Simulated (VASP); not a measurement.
**Ag: single point with RPBE**

Crystal: Ag.

```
Ag
1.0
     2.90995    0.00000    0.00000
    -1.45498    2.52009    0.00000
     0.00000    0.00000    4.70577
Ag
2
Direct
  0.33333 0.66667 0.25000
  0.66667 0.33333 0.75000
```

This cell differs from its parent crystal: volume scaled by 0.92.

```json
{
  "Program": "VASP 6.6.1",
  "Task": "single point",
  "Functional": "RPBE",
  "Potentials or basis": "VASP PAW PBE potentials, release 64 (Ag)",
  "Cutoff": "520 eV",
  "k mesh": "14 × 14 × 8",
  "Occupations": "fermi-dirac, width 0.1 eV",
  "Spin": "no spin polarisation",
  "Dipole correction": "no",
  "Further INCAR settings": "ALGO = Normal; EDIFF = 1e-06; NBANDS = 18"
}
```

```yaml
Pressure: 7.6 GPa
Band_gap_on_the_k_mesh: zero (band 11 reaches 12.04 eV, above the bottom of band 12 at 4.97 eV)
```

Stress tensor (GPa, compression positive):
```
7.28 0.00 0.00
0.00 7.28 0.00
0.00 0.00 8.30
```

Levels at points of the mesh, in eV from the Fermi level:
```
           k point  band 8  band 9  band 10  band 11  band 12  band 13  band 14  band 15
(0.00, 0.00, 0.00)   -4.15   -4.15    -3.12    -3.12    -0.26     3.70    15.53    17.73
(0.50, 0.00, 0.00)   -3.02   -2.92    -2.87     0.10     1.51     6.96     7.18     9.42
(0.00, 0.00, 0.50)   -4.48   -3.43    -3.43    -3.43    -3.43    11.30    11.30    15.91
(0.50, 0.00, 0.50)   -3.16   -2.93    -2.93     0.80     0.80     4.54     4.54    13.51
```

Wall time 19 s on 1 thread of Intel(R) Xeon(R) 6975P-C (Granite Rapids), with other jobs on the host, peak memory 0.19 GiB.

Caveat: the PAW data sets were made with another functional, which shifts forces and pressure a little.
